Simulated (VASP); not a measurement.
# Y (P6/mmm) in VASP: further runs

The runs below take Y through single point, with RPBE.

Program: VASP 6.6.1. These are calculated values, not measurements. Logs are shortened: lines on timing, memory, paths and dates and some standing lists are left out, and cuts for length are marked.

### 1 The cell of the first run

Symmetry: P6/mmm, No. 191, hexagonal system. The conventional cell has a = 5.878 Å, b = 5.878 Å, c = 3.668 Å, α = 90.00°, β = 90.00°, γ = 120.00°. Y (site symmetry 6/mmm) has 14 Y at 3.67 to 3.86 Å within 4.8 Å. Within 4.5 Å of Y (site symmetry -6m2) lie 11 Y at 3.39 to 3.86 Å.

This isn't the form of Y at room conditions, which is hcp.

### 2 Single point, RPBE (36.58 Å³/atom)

INCAR

```
  ALGO = Normal
  EDIFF = 1E-6
  ENCUT = 520
  GGA = RP
  ISIF = 2
  ISMEAR = -1
  LASPH = True
  LCHARG = False
  LREAL = False
  LWAVE = False
  NBANDS = 24
  NELM = 60
  PREC = Accurate
  SIGMA = 0.1
```

KPOINTS

```
k-points
0
Gamma
  7 7 10
```

POSCAR

```
Y
1.0
    5.8776098289      0.0000000000      0.0000000000
   -2.9388049144      5.0901594254      0.0000000000
    0.0000000000      0.0000000000      3.6683606550
Y
3
Direct
    1.0000000000      0.0000000000      1.0000000000
    0.3333333333      0.6666666667      0.5000000000
    0.6666666667      0.3333333333      0.5000000000
```

Potentials or basis: VASP PAW PBE potentials, release 64 (Y_sv).

Command:

```
> cat potpaw_PBE.64/Y_sv/POTCAR > POTCAR
> mpirun -np 1 vasp_std > vasp.out
```

OUTCAR:

```text
EDIFF = 1E-6
   ENCUT = 520
   GGA = RP
   ISIF = 2
   ISMEAR = -1
   LASPH = True
   LREAL = False
   NELM = 60
   PREC = Accurate

 ion  position               nearest neighbor table
   1  0.000  0.000  0.000-   2 3.86   3 3.86   2 3.86   3 3.86   3 3.86   3 3.86   2 3.86   2 3.86
                             3 3.86   3 3.86   2 3.86   2 3.86
   2  0.333  0.667  0.500-   3 3.39   3 3.39   3 3.39   1 3.86   1 3.86   1 3.86   1 3.86   1 3.86
                             1 3.86
   3  0.667  0.333  0.500-   2 3.39   2 3.39   2 3.39   1 3.86   1 3.86   1 3.86   1 3.86   1 3.86
                             1 3.86

  LATTYP: Found a hexagonal cell.
 ALAT       =     5.8776098289
 C/A-ratio  =     0.6241245611

  Lattice vectors:

 A1 = (   5.8776098289,   0.0000000000,   0.0000000000)
 A2 = (  -2.9388049144,   5.0901594254,   0.0000000000)
 A3 = (   0.0000000000,   0.0000000000,   3.6683606550)

Analysis of symmetry for initial positions (statically):
=====================================================================
 Subroutine PRICEL returns:
 Original cell was already a primitive cell.

 Routine SETGRP: Setting up the symmetry group for a
 hexagonal supercell.

 Subroutine GETGRP returns: Found 24 space group operations
 (whereof 24 operations were pure point group operations)
 out of a pool of 24 trial point group operations.

The static configuration has the point symmetry D_6h.

Analysis of symmetry for dynamics (positions and initial velocities):
=====================================================================
 Subroutine PRICEL returns:
 Original cell was already a primitive cell.

 Routine SETGRP: Setting up the symmetry group for a
 hexagonal supercell.

 Subroutine GETGRP returns: Found 24 space group operations
 (whereof 24 operations were pure point group operations)
 out of a pool of 24 trial point group operations.

The dynamic configuration has the point symmetry D_6h.

 Subroutine INISYM returns: Found 24 space group operations
 (whereof 24 operations are pure point group operations),
 and found     1 'primitive' translations

----------------------------------------------------------------------------------------

                                     Primitive cell

  volume of cell :     109.7499

  direct lattice vectors                    reciprocal lattice vectors
     5.877609829  0.000000000  0.000000000     0.170137187  0.098228750  0.000000000
    -2.938804914  5.090159425  0.000000000     0.000000000  0.196457501  0.000000000
     0.000000000  0.000000000  3.668360655     0.000000000  0.000000000  0.272601332

  length of vectors
     5.877609829  5.877609829  3.668360655     0.196457501  0.196457501  0.272601332

  position of ions in fractional coordinates (direct lattice)
     0.000000000  0.000000000  0.000000000
     0.333333333  0.666666667  0.500000000
     0.666666667  0.333333333  0.500000000

  ion indices of the primitive-cell ions
   primitive index   ion index
                 1           1
                 2           2
                 3           3

----------------------------------------------------------------------------------------

 KPOINTS: k-points

Automatic generation of k-mesh.
 Grid dimensions read from file:
 generate k-points for:    7    7   10

 Generating k-lattice:

  Cartesian coordinates                     Fractional coordinates (reciprocal lattice)
     0.024305312  0.014032679  0.000000000     0.142857143  0.000000000  0.000000000
     0.000000000  0.028065357  0.000000000     0.000000000  0.142857143  0.000000000
     0.000000000  0.000000000  0.027260133     0.000000000  0.000000000  0.100000000

  Length of vectors
     0.028065357  0.028065357  0.027260133

  Shift w.r.t. Gamma in fractional coordinates (k-lattice)
     0.000000000  0.000000000  0.000000000

 Subroutine IBZKPT returns following result:
 ===========================================

 Found     48 irreducible k-points:

 Following reciprocal coordinates:
            Coordinates               Weight
  0.000000  0.000000  0.000000      1.000000
  0.142857  0.000000  0.000000      6.000000
  0.285714 -0.000000  0.000000      6.000000
  0.428571 -0.000000  0.000000      6.000000
  0.142857  0.142857  0.000000      6.000000
  0.285714  0.142857  0.000000     12.000000
[... 16 lines left out ...]
  0.428571  0.142857  0.200000     12.000000
  0.285714  0.285714  0.200000     12.000000
 [... further k-points ...]
   k-points           NKPTS =     48   k-points in BZ     NKDIM =     48   number of bands    NBANDS=     24
   number of dos      NEDOS =    301   number of ions     NIONS =      3
   total plane-waves  NPLWV =  64512
   dimension x,y,z NGX =    48 NGY =   48 NGZ =   28
   dimension x,y,z NGXF=    96 NGYF=   96 NGZF=   56
   ions per type =               3
   NGX,Y,Z   is equivalent  to a cutoff of  13.58, 13.58, 12.69 a.u.
   NGXF,Y,Z  is equivalent  to a cutoff of  27.15, 27.15, 25.38 a.u.
 SYSTEM =  unknown system
   PREC   = accura    normal or accurate (medium, high low for compatibility)
   ISTART =      0    job   : 0-new  1-cont  2-samecut
   ICHARG =      2    charge: 1-file 2-atom 10-const
   ISPIN  =      1    spin polarized calculation?
   LNONCOLLINEAR =      F non collinear calculations
   LSORBIT =      F    spin-orbit coupling
   LASPH  =      T    aspherical Exc in radial PAW
   ENCUT  =  520.0 eV  38.22 Ry    6.18 a.u.  10.93 10.93  6.82*2*pi/ulx,y,z
   NELM   =     60;   NELMIN=  2; NELMDL= -5     # of ELM steps
   EDIFF  = 0.1E-05   stopping-criterion for ELM
   LREAL  =      F    real-space projection
   EDIFFG = 0.1E-04   stopping-criterion for IOM
   NSW    =      0    number of steps for IOM
   IBRION =     -1    ionic relax: 0-MD 1-quasi-New 2-CG
   NFREE  =      0    steps in history (QN), initial steepest desc. (CG)
   ISIF   =      2    stress and relaxation
   ISYM   =      2    0-nonsym 1-usesym 2-fastsym
   POTIM  = 0.5000    time-step for ionic-motion
   TEBEG  =    0.0;   TEEND  =   0.0 temperature during run
   PSTRESS=    0.0 pullay stress
   NELECT =      33.0000    total number of electrons
   NUPDOWN=      -1.0000    fix difference up-down
   EMIN   =  10.00;   EMAX   =-10.00  energy-range for DOS
   EFERMI =   0.00;   METHOD = LEGACY
   ISMEAR =    -1;   SIGMA  =   0.10  broadening in eV -4-tet -1-fermi 0-gaus
   EFERMI_NEDOS =   21; number of points for ismear=-14 and -15
   IALGO  =     38    algorithm
   IMIX   =      4    mixing-type and parameters
     AMIX     =   0.40;   BMIX     =  1.00
     AMIX_MAG =   1.60;   BMIX_MAG =  1.00
  volume/ion in A,a.u.               =      36.58       246.88
  Fermi-wavevector in a.u.,A,eV,Ry     =   1.096760  2.072575 16.366196  1.202881
  Thomas-Fermi vector in A             =   2.233107
   LORBIT       =      0    0 simple, 1 ext, 2 COOP (PROOUT), +10 PAW based schemes
   GGA     = RP    functional components
   LHFCALC =     F    Hartree Fock is set to
   AEXX    =    0.0000 exact exchange contribution
   IVDW    =     0    specifies the selected vdW correction
   LEPSILON=     F    determine dielectric tensor
   LRPA    =     F    only Hartree local field effects (RPA)
 non-spin polarized calculation
  energy-cutoff  :      520.00
  volume of cell :      109.75
 maximum number of plane-waves:      2978
 NGX is ok and might be reduce to    48
   NGX = 21   NGY = 21   NGZ = 13

 number of electron      33.0000001 magnetization

 Free energy of the ion-electron system (eV)
  ---------------------------------------------------
  ext. energy  EPLUGINS =         0.00000000
  ---------------------------------------------------
  free energy    TOTEN  =       -18.16342909 eV

  energy without entropy =      -17.95409508  energy(sigma->0) =      -18.05876208

 E-fermi :   2.5615     XC(G=0):  -8.9255

 val. band max:        2.5587795970   @ k =   0.1429   0.1429   0.2000
 cond. band min:       2.5636508010   @ k =   0.2857  -0.0000   0.1000
 fundamental gap:      0.0048712040
 Fermi energy:         2.5614694684

 k-point     1 :       0.0000    0.0000    0.0000
  band No.  band energies     occupation
      1     -40.4717      2.00000
      2     -40.4222      2.00000
      3     -40.4040      2.00000
      4     -20.5654      2.00000
      5     -20.5654      2.00000
      6     -20.4342      2.00000
[... 16 lines left out ...]
     23       5.1574      0.00000
     24       5.1617      0.00000

 k-point     2 :       0.1429    0.0000    0.0000
  band No.  band energies     occupation
      1     -40.4684      2.00000
      2     -40.4229      2.00000
      3     -40.4067      2.00000
      4     -20.5854      2.00000
      5     -20.5687      2.00000
      6     -20.4105      2.00000
[... 16 lines left out ...]
     23       4.8805      0.00000
     24       4.9020      0.00000

 k-point     3 :       0.2857   -0.0000    0.0000
  band No.  band energies     occupation
      1     -40.4594      2.00000
      2     -40.4249      2.00000
      3     -40.4137      2.00000
      4     -20.6178      2.00000
      5     -20.5535      2.00000
      6     -20.3683      2.00000
[... 16 lines left out ...]
     23       4.8207      0.00000
     24       5.3229      0.00000

 k-point     4 :       0.4286   -0.0000    0.0000
  band No.  band energies     occupation
      1     -40.4479      2.00000
      2     -40.4303      2.00000
      3     -40.4199      2.00000
      4     -20.6380      2.00000
      5     -20.5067      2.00000
      6     -20.3965      2.00000
[... 16 lines left out ...]
     23       5.0293      0.00000
     24       5.5012      0.00000

 k-point     5 :       0.1429    0.1429    0.0000
  band No.  band energies     occupation
      1     -40.4622      2.00000
      2     -40.4241      2.00000
      3     -40.4117      2.00000
      4     -20.6030      2.00000
      5     -20.5690      2.00000
      6     -20.3739      2.00000
[... 16 lines left out ...]
     23       4.7060      0.00000
     24       5.1871      0.00000

 k-point     6 :       0.2857    0.1429    0.0000
  band No.  band energies     occupation
      1     -40.4517      2.00000
      2     -40.4267      2.00000
      3     -40.4197      2.00000
      4     -20.6203      2.00000
      5     -20.5418      2.00000
      6     -20.3759      2.00000
[... 16 lines left out ...]
     23       4.7920      0.00000
     24       5.6861      0.00000
[... 379 lines left out ...]
 k-point    21 :       0.1429    0.1429    0.2000
  band No.  band energies     occupation
      1     -40.4554      2.00000
      2     -40.4203      2.00000
      3     -40.4066      2.00000
      4     -20.5882      2.00000
      5     -20.5484      2.00000
      6     -20.4189      2.00000
[... 16 lines left out ...]
     23       4.9313      0.00000
     24       4.9965      0.00000

 k-point    22 :       0.2857    0.1429    0.2000
  band No.  band energies     occupation
      1     -40.4455      2.00000
      2     -40.4221      2.00000
      3     -40.4147      2.00000
      4     -20.6050      2.00000
      5     -20.5239      2.00000
      6     -20.4191      2.00000
[... 16 lines left out ...]
     23       4.9044      0.00000
     24       5.4062      0.00000

 k-point    23 :       0.4286    0.1429    0.2000
  band No.  band energies     occupation
      1     -40.4375      2.00000
      2     -40.4263      2.00000
      3     -40.4186      2.00000
      4     -20.6116      2.00000
      5     -20.4943      2.00000
      6     -20.4422      2.00000
[... 16 lines left out ...]
     23       4.8636      0.00000
     24       5.5385      0.00000

 k-point    24 :       0.2857    0.2857    0.2000
  band No.  band energies     occupation
      1     -40.4355      2.00000
      2     -40.4238      2.00000
      3     -40.4230      2.00000
      4     -20.6060      2.00000
      5     -20.4939      2.00000
      6     -20.4451      2.00000
[... 16 lines left out ...]
     23       4.6163      0.00000
     24       5.5573      0.00000

 [... further k-points ...]

------------------------ aborting loop because EDIFF is reached ----------------------------------------

  FORCE on cell =-STRESS in cart. coord.  units (eV):
  Direction    XX          YY          ZZ          XY          YZ          ZX
  --------------------------------------------------------------------------------------
  -------------------------------------------------------------------------------------
  Total       -1.7907295     -1.7907295     -1.6916572     -0.0000000      0.0000000      0.0000000
  in kB      -26.1418550    -26.1418550    -24.6955537     -0.0000000      0.0000000      0.0000000
  external PRESSURE =     -25.6597545 kB  Pullay stress =       0.0000000 kB

 VOLUME and BASIS-vectors are now :
 -----------------------------------------------------------------------------
  energy-cutoff  :      520.00
  volume of cell :      109.75
      direct lattice vectors                 reciprocal lattice vectors
     5.877609829  0.000000000  0.000000000     0.170137187  0.098228750  0.000000000
    -2.938804914  5.090159425  0.000000000     0.000000000  0.196457501  0.000000000
     0.000000000  0.000000000  3.668360655     0.000000000  0.000000000  0.272601332

 POSITION                                       TOTAL-FORCE (eV/Angst)
 -----------------------------------------------------------------------------------
      0.00000      0.00000      0.00000        -0.000000      0.000000      0.000000
     -0.00000      3.39344      1.83418         0.000000     -0.000000      0.000000
      2.93880      1.69672      1.83418        -0.000000     -0.000000      0.000000
 -----------------------------------------------------------------------------------
    total drift:                               -0.000000      0.000000     -0.000000

  FREE ENERGIE OF THE ION-ELECTRON SYSTEM (eV)
  ---------------------------------------------------
  free  energy   TOTEN  =       -18.1634290895 eV

  energy  without entropy=      -17.9540950784  energy(sigma->0) =      -18.05876208
```

Wall time 70 s (1 thread of Intel Xeon 6975P-C (Granite Rapids), shared host); peak memory 0.3 GiB.

What came out:

* Free energy: -18.1634 eV
* Pressure: -2.6 GPa
* Band gap on the k mesh: zero (an odd number of electrons rules out a gap without spin polarisation)

Stress tensor (GPa, compression positive):
```
-2.61  0.00  0.00
 0.00 -2.61  0.00
 0.00  0.00 -2.47
```

Caveat: the PAW data sets were made with another functional, which shifts forces and pressure a little.

### 3 Single point, RPBE (37.94 Å³/atom)

This run uses another cell than the first one, of 37.94 Å³/atom.

INCAR

```
PREC     = Accurate       # precision mode
ENCUT    = 520            # plane-wave cutoff, eV
EDIFF    = 1E-7           # SCF threshold, eV
ISMEAR   = -1             # smearing method
SIGMA    = 0.1            # smearing width, eV
LREAL    = F              # projectors in reciprocal space
LASPH    = T              # aspherical terms in the spheres
NELM     = 60             # most SCF steps
ALGO     = Normal         # electronic algorithm
ISIF     = 2              # what is computed and relaxed
LWAVE    = F              # write WAVECAR
LCHARG   = T              # write CHGCAR
GGA      = RP             # functional
LELF     = T              # ELF
LVHAR    = T            
NBANDS   = 24             # bands
```

KPOINTS

```
regular mesh
0
Gamma
  7 7 10
```

POSCAR

```
Y
1.0
    5.9492950625      0.0000000000      0.0000000000
   -2.9746475312      5.1522406588      0.0000000000
    0.0000000000      0.0000000000      3.7131011700
Y
3
Direct
    1.0000000000      0.0000000000      1.0000000000
    0.3333333333      0.6666666667      0.5000000000
    0.6666666667      0.3333333333      0.5000000000
```

Potentials or basis: VASP PAW PBE potentials, release 64 (Y_sv).

Command:

```
> cat potpaw_PBE.64/Y_sv/POTCAR > POTCAR
> mpirun -np 1 vasp_std > vasp.out
```

Wall time 80 s (1 thread of Intel Xeon 6975P-C (Granite Rapids), shared host); peak memory 0.3 GiB.

The run converged. Its results:

```
Free energy            : -18.0862 eV
Pressure               : -3.5 GPa
Band gap on the k mesh : zero (an odd number of electrons rules out a gap without spin polarisation)
```

Stress tensor (GPa, compression positive):
```
-3.57  0.00  0.00
 0.00 -3.57  0.00
 0.00  0.00 -3.41
```

Levels at points of the mesh, in eV from the Fermi level:
```tsv
k point	band 15	band 16	band 17	band 18	band 19	band 20
(0.00, 0.00, 0.00)	-0.03	-0.03	0.01	0.01	0.37	1.54
(0.00, 0.00, 0.50)	-0.77	-0.77	-0.48	-0.48	1.53	1.53
```

Caveat: the cell stands under tension; the PAW data sets were made with another functional, which shifts forces and pressure a little.

### 4 Single point, RPBE

This run uses another cell than the first one, of 33.87 Å³/atom.

INCAR

```
ALGO = Normal
EDIFF = 1E-6
ENCUT = 520
GGA = RP
ISIF = 2
ISMEAR = -1
LASPH = True
LCHARG = True
LELF = True
LREAL = False
LVHAR = True
LWAVE = False
NBANDS = 24
NELM = 60
PREC = Accurate
SIGMA = 0.1
```

KPOINTS

```
k-points
0
Gamma
  9 9 12
```

POSCAR

```
Y
1.0
    5.7287451327      0.0000000000      0.0000000000
   -2.8643725663      4.9612388168      0.0000000000
    0.0000000000      0.0000000000      3.5754505418
Y
3
Direct
    1.0000000000      0.0000000000      1.0000000000
    0.3333333333      0.6666666667      0.5000000000
    0.6666666667      0.3333333333      0.5000000000
```

Command:

```
> cat potpaw_PBE.64/Y_sv/POTCAR > POTCAR
> mpirun -np 1 vasp_std > vasp.out
```

Run time: 2 min. Hardware: 1 thread of Intel Xeon 6975P-C (Granite Rapids), shared host; peak memory 0.37 GiB.

The run converged. Its results:

| Property | Result |
| --- | --- |
| Free energy | -18.2337 eV |
| Pressure | -0.1 GPa |
| Band gap on the k mesh | zero (an odd number of electrons rules out a gap without spin polarisation) |

Levels at points of the mesh, in eV from the Fermi level:
```tsv
k point	band 15	band 16	band 17	band 18	band 19	band 20
(0.00, 0.00, 0.00)	0.03	0.03	0.08	0.08	0.47	1.71
(0.00, 0.00, 0.50)	-0.98	-0.98	-0.60	-0.60	1.67	1.67
```

Caveat: the PAW data sets were made with another functional, which shifts forces and pressure a little.

### 5 Overview

| cell | k mesh | gap on the mesh (eV) | pressure (GPa) |
| --- | --- | --- | --- |
| a = 5.878, b = 5.878, c = 3.668 Å, angles 90.0, 90.0, 120.0°, 3 atoms | 7 × 7 × 10 | none | -2.6 |
| a = 5.949, b = 5.949, c = 3.713 Å, angles 90.0, 90.0, 120.0°, 3 atoms | 7 × 7 × 10 | none | -3.5 |
| a = 5.729, b = 5.729, c = 3.575 Å, angles 90.0, 90.0, 120.0°, 3 atoms | 9 × 9 × 12 | none | -0.1 |

Alike in all rows: task single point; level RPBE; potentials or basis VASP PAW PBE potentials, release 64 (Y_sv); no spin polarisation; cutoff (eV) 520; smearing fermi-dirac 0.1 eV.

Caveats: the PAW data sets were made with another functional, which shifts forces and pressure a little; the cell stands under tension (at least some runs).

Absolute energies hang on the potentials; compare differences alone.
